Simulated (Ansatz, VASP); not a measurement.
GaSb: VASP beside Ansatz

The input POSCAR:

```
GaSb
1.0
    0.0000000000      3.0812081940      3.0536152848
    3.0812081940      0.0000000000      3.0536152848
    3.0812081940      3.0812081940      0.0000000000
Ga Sb
1 1
Direct
    0.0000000000      0.0000000000      0.0000000000
    0.2500000000      0.2500000000      0.2500000000
```

File INCAR.step1:

```
SYSTEM = GaSb
ALGO = Normal
EDIFF = 1E-4
ENCUT = 520
GGA = PE
ISMEAR = -1
LASPH = .TRUE.
LCHARG = .FALSE.
LREAL = .FALSE.
LWAVE = .TRUE.
NBANDS = 16
NELM = 100
PREC = Accurate
SIGMA = 0.02
```

Contents of INCAR.step2:

```
SYSTEM = GaSb
ALGO = Normal
EDIFF = 1E-6
ENCUT = 520
ISIF = 2
ISMEAR = -1
ISTART = 1
LASPH = .TRUE.
LCHARG = .FALSE.
LMIXTAU = .TRUE.
LREAL = .FALSE.
LWAVE = .FALSE.
METAGGA = R2SCAN
NBANDS = 16
NELM = 100
PREC = Accurate
SIGMA = 0.02
```

Contents of KPOINTS:

```
k-points
0
G
  8 8 8
  0 0 0
```

Input for Ansatz:

```yaml
crystal:
  lattice:
    - [0.0, 3.081208194, 3.0536152848]
    - [3.081208194, 0.0, 3.0536152848]
    - [3.081208194, 3.081208194, 0.0]
  atoms:
    - { symbol: Ga, position: [0.0, 0.0, 0.0] }
    - { symbol: Sb, position: [0.25, 0.25, 0.25] }
kpoints:
  mp_grid: { grid: [8, 8, 8] }
  band_path:
    path:
      - [0.0, 0.0, 0.0]
      - [-0.5, -0.5, 0.0]
      - [-0.375, -0.375, 0.25]
      - [-0.375, 0.0, 0.375]
      - [0.0, 0.0, 0.5]
      - [-0.5, -0.25, 0.25]
    npoints: 1
hamiltonian:
  xc: r2scan
scf:
  occupations: { method: fermi_dirac, width: 0.02 }
  n_extra_bands: 4
output:
  forces: true
  stress: true
  eigenvalues: true
```

Change from the starting cell: epitaxial_xy strain +0.5%.

Alike in both runs: task single point; functional r2SCAN; k mesh 8 × 8 × 8; occupations fermi-dirac, width 0.02 eV; no spin polarisation.

|  | VASP | Ansatz |
| --- | --- | --- |
| version | VASP 6.6.1 | Ansatz 0.2.0 |
| potentials or method | VASP PAW PBE potentials, release 64 (Ga_d, Sb) | plane waves, PAW |
| plane-wave cutoff (eV) | 520 | 500 |
| valence electrons in the cell | 18 | 28 |

Ansatz gave:

```
pressure (GPa)                                                : -0.3
traceless stress, the component that is largest in VASP (GPa) : 0.29
```

Question: Which values does VASP return?

Answer: Pressure (GPa): -0.2; traceless stress, the component that is largest in VASP (GPa): 0.28.

VASP's potentials were made for PBE, not for r2SCAN. The functional is the same, so the differences come from potentials, cutoffs and numerics. VASP's potentials hold 18 valence electrons a cell and Ansatz's 28, so a difference there can come from the potentials and not from the codes.

Neither program's run includes spin-orbit coupling.
